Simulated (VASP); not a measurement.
A run of VASP 6.6.1 is set up as follows.

The input INCAR:

```
ALGO     = Normal         # electronic algorithm
EDIFF    = 1E-6           # SCF threshold, eV
ENCUT    = 500            # plane-wave cutoff, eV
GGA      = CA             # functional
GGA_COMPAT= False        
ISIF     = 2              # what is computed and relaxed
ISMEAR   = 0              # smearing method
LASPH    = True           # aspherical terms in the spheres
LCHARG   = False          # write CHGCAR
LREAL    = False          # projectors in reciprocal space
LWAVE    = False          # write WAVECAR
NBANDS   = 14             # bands
NELM     = 120            # most SCF steps
PREC     = Accurate       # precision mode
SIGMA    = 0.02           # smearing width, eV
```

KPOINTS

```
k-points
0
Gamma
  8 8 8
```

Contents of POSCAR:

```
NaCl
1.0
    0.0000000000      2.7321088367      2.7321088367
    2.7321088367      0.0000000000      2.7321088367
    2.7321088367      2.7321088367      0.0000000000
Na Cl
1 1
Direct
    0.0000000000      0.0000000000      0.0000000000
    0.5000000000      0.5000000000      0.5000000000
```

Potentials or basis: VASP PAW LDA potentials, release 64 (Na_pv, Cl).

The run is started by

```sh
$ cat potpaw_LDA.64/Na_pv/POTCAR potpaw_LDA.64/Cl/POTCAR > POTCAR
$ mpirun -np 1 vasp_std > vasp.out
```

Question: Estimate the band gap on the k mesh.

Answer: 5.08 eV, direct.

Question: What does it give for the pressure?

Answer: 0.0 GPa.
